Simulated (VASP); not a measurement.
Input of a VASP 6.6.1 run:

File POSCAR:

```
ZnP
1.0
    0.0000000000      2.5719190000      2.5719190000
    2.5719190000      0.0000000000      2.5719190000
    2.5719190000      2.5719190000      0.0000000000
P Zn
1 1
Direct
    0.0000000000      0.0000000000      0.0000000000
    0.5000000000      0.5000000000      0.5000000000
```

INCAR.step1

```
ALGO     = Normal         # electronic algorithm
EDIFF    = 1E-5           # SCF threshold, eV
ENCUT    = 550            # plane-wave cutoff, eV
GGA      = PE             # functional
GGA_COMPAT= False        
ISMEAR   = -1             # smearing method
LASPH    = True           # aspherical terms in the spheres
LCHARG   = False          # write CHGCAR
LREAL    = False          # projectors in reciprocal space
LWAVE    = True           # write WAVECAR
NBANDS   = 16             # bands
NELM     = 120            # most SCF steps
PREC     = Accurate       # precision mode
SIGMA    = 0.1            # smearing width, eV
```

INCAR.step2

```
ALGO     = Normal         # electronic algorithm
EDIFF    = 1E-6           # SCF threshold, eV
ENCUT    = 550            # plane-wave cutoff, eV
GGA_COMPAT= False        
ISIF     = 2              # what is computed and relaxed
ISMEAR   = -1             # smearing method
ISTART   = 1            
LASPH    = True           # aspherical terms in the spheres
LCHARG   = False          # write CHGCAR
LMIXTAU  = True         
LREAL    = False          # projectors in reciprocal space
LWAVE    = False          # write WAVECAR
METAGGA  = R2SCAN         # meta-GGA
NBANDS   = 16             # bands
NELM     = 120            # most SCF steps
PREC     = Accurate       # precision mode
SIGMA    = 0.1            # smearing width, eV
```

Contents of KPOINTS:

```
k-points
0
Gamma
  6 6 6
```

Potentials or basis: VASP PAW PBE potentials, release 64 (P, Zn).

Launch:

```console
$ cat potpaw_PBE.64/P/POTCAR potpaw_PBE.64/Zn/POTCAR > POTCAR
$ cp INCAR.step1 INCAR
$ mpirun -np 1 vasp_std > vasp.out
$ cp INCAR.step2 INCAR
$ mpirun -np 1 vasp_std > vasp.out
```

Q: Predict the pressure.

A: -5.1 GPa.

Q: Estimate the band gap on the k mesh.

A: Zero (an odd number of electrons rules out a gap without spin polarisation).

Caveat: the cell stands under tension; the PAW data sets were made with another functional, which shifts forces and pressure a little.
